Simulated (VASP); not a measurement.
Write the native input for VASP 6.6.1 that does the following.

```yaml
Task: single point
Functional: PBEsol
Potentials_or_basis: VASP PAW PBE potentials, release 64 (Zn, S)
Cutoff: 520 eV
k_mesh: 10 × 10 × 6
Occupations: fermi-dirac, width 0.08 eV
Spin: no spin polarisation
Dipole_correction: no
Further_INCAR_settings: ALGO = Normal; EDIFF = 1e-07; NBANDS = 26
```

The structure of ZnS lies in POSCAR:

```
ZnS
1.0
    3.7815781029      0.0000000000      0.0000000000
   -1.8907890514      3.2749427035      0.0000000000
    0.0000000000      0.0000000000      6.2089610191
Zn S
2 2
Direct
    0.3333333333      0.6666666667      0.0054423638
    0.6666666667      0.3333333333      0.5054423638
    0.3333333333      0.6666666667      0.3795576362
    0.6666666667      0.3333333333      0.8795576362
```

These files were run (other wordings do the same):

INCAR

```
SYSTEM = ZnS
PREC = Accurate ; ENCUT = 520
EDIFF = 1E-7 ; ISMEAR = -1
SIGMA = 0.08 ; LREAL = .FALSE.
LASPH = .TRUE. ; NELM = 100
ALGO = Normal ; ISIF = 2
LWAVE = .FALSE. ; LCHARG = .TRUE.
GGA = PS ; LELF = .TRUE.
LVHAR = .TRUE. ; NBANDS = 26
```

KPOINTS

```
regular mesh
0
G
  10 10 6
  0 0 0
```

Potentials or basis: VASP PAW PBE potentials, release 64 (Zn, S).

Launch:

```console
$ cat potpaw_PBE.64/Zn/POTCAR potpaw_PBE.64/S/POTCAR > POTCAR
$ mpirun -np 1 vasp_std > vasp.out
```

It gave:

| Property | Result |
| --- | --- |
| Pressure | 0.2 GPa |
| Band gap on the k mesh | 2.16 eV |

Caveat: the PAW data sets were made with another functional, which shifts forces and pressure a little.

Wall time 2.3 min on 1 thread of Intel Xeon 8259CL (shared host), peak memory 0.24 GiB.
